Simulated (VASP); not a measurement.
GaAs:

```
CELL_PARAMETERS angstrom
0.00000 2.86405 2.86405
2.86405 0.00000 2.86405
2.86405 2.86405 0.00000
ATOMIC_POSITIONS crystal
As 0.75000 0.75000 0.75000
Ga 0.00000 0.00000 0.00000
```

Base run:

* Program: VASP 6.6.1
* Functional: r2SCAN
* Potentials or basis: VASP PAW PBE potentials, release 64 (As, Ga_d)
* Cutoff: 520 eV
* k mesh: 8 × 8 × 8
* Occupations: fermi-dirac, width 0.05 eV
* Spin: no spin polarisation

Its results: band gap on the k mesh 0.68 eV, direct; pressure -2.1 GPa.

**Question.** After a change of settings the same cell gave: band gap on the k mesh 0.23 eV, direct; pressure -1.6 GPa. Which change was it?
A. further incar settings from ALGO = Normal; EDIFF = 1e-07; NBANDS = 16 to ALGO = Normal; EDIFF = 1e-06; NBANDS = 16; dispersion from none to D3(BJ)
B. functional from r2SCAN to PBE; dispersion from none to D3(BJ)
C. occupations from fermi-dirac, width 0.05 eV to gaussian, width 0.01 eV; dispersion from none to rVV10

**Answer.** B.

Caveats: the PAW data sets were made with another functional, which shifts forces and pressure a little (some runs).
